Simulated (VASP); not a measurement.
Write the native input for VASP 6.6.1 that does the following.

* Task: single point
* Functional: PBE
* Potentials or basis: VASP PAW PBE potentials, release 64 (I)
* Cutoff: 520 eV
* k mesh: 2 × 2 × 1
* Occupations: fermi-dirac, width 0.05 eV
* Spin: no spin polarisation
* Dipole correction: no
* Further INCAR settings: ALGO = Normal; EDIFF = 1e-06; NBANDS = 22

The structure of I lies in POSCAR:

```
I
1.0
    3.6350350000     -2.3950200000      0.0000000000
    3.6350350000      2.3950200000      0.0000000000
    0.0000000000      0.0000000000      9.7934400000
I
4
Direct
    0.6493000000      0.3507000000      0.3844000000
    0.1493000000      0.8507000000      0.1156000000
    0.3507000000      0.6493000000      0.6156000000
    0.8507000000      0.1493000000      0.8844000000
```

One way to write it, as run:

INCAR

```
SYSTEM = I
PREC = Accurate ; ENCUT = 520
EDIFF = 1E-6 ; ISMEAR = -1
SIGMA = 0.05 ; LREAL = .FALSE.
LASPH = .TRUE. ; NELM = 100
ALGO = Normal ; ISIF = 2
LWAVE = .FALSE. ; LCHARG = .FALSE.
GGA = PE ; NBANDS = 22
```

KPOINTS

```
Automatic mesh
0
G
  2 2 1
  0 0 0
```

Potentials or basis: VASP PAW PBE potentials, release 64 (I).

Command:

```sh
$ cat potpaw_PBE.64/I/POTCAR > POTCAR
$ mpirun -np 1 vasp_std > vasp.out
```

Results of the run:

```
Pressure               : 1.7 GPa
Largest force          : 0.989 eV/Å
Band gap on the k mesh : 1.33 eV (least direct gap 1.41 eV)
```

Caveat: the k points lie up to 0.79 Å⁻¹ apart; this functional lacks dispersion, which holds the molecules together, so the pressure and a relaxed volume are unreliable; spin-orbit coupling is left out, which moves the levels of the heavy elements.

Run time: 11 s on 1 thread of Intel(R) Xeon(R) 6975P-C (Granite Rapids), on a shared host, peak memory 0.25 GiB.
